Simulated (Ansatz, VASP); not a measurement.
# One calculation of SnSe, two programs

```
CELL_PARAMETERS angstrom
0.00000 2.79424 2.79424
2.79424 0.00000 2.79424
2.79424 2.79424 0.00000
ATOMIC_POSITIONS crystal
Sn 0.00000 0.00000 0.00000
Se 0.50000 0.50000 0.50000
```

Change from the starting cell: volume scaled by 0.8.

Alike in both runs: functional b88 exchange, pbe correlation; k mesh 8 × 8 × 8; occupations fermi-dirac, width 0.1 eV; collinear spin.

```csv
,VASP,Ansatz
version,VASP 6.6.1,Ansatz 0.2.0
potentials or method,"VASP PAW PBE potentials, release 64 (Sn_d, Se), cutoff 500 eV","all-electron LAPW, point nuclei"
task,single point,band structure
```

|  | VASP | Ansatz | Ansatz less VASP |
| --- | --- | --- | --- |
| pressure (GPa) | 19.7 | 19.6 | -0.06 |
| net moment per atom (μB) | 0.00 | 0.00 | 0.000 |

VASP's potentials were made for PBE, not for b88 exchange, pbe correlation. Ansatz ran all-electron here, and VASP with PAW potentials.
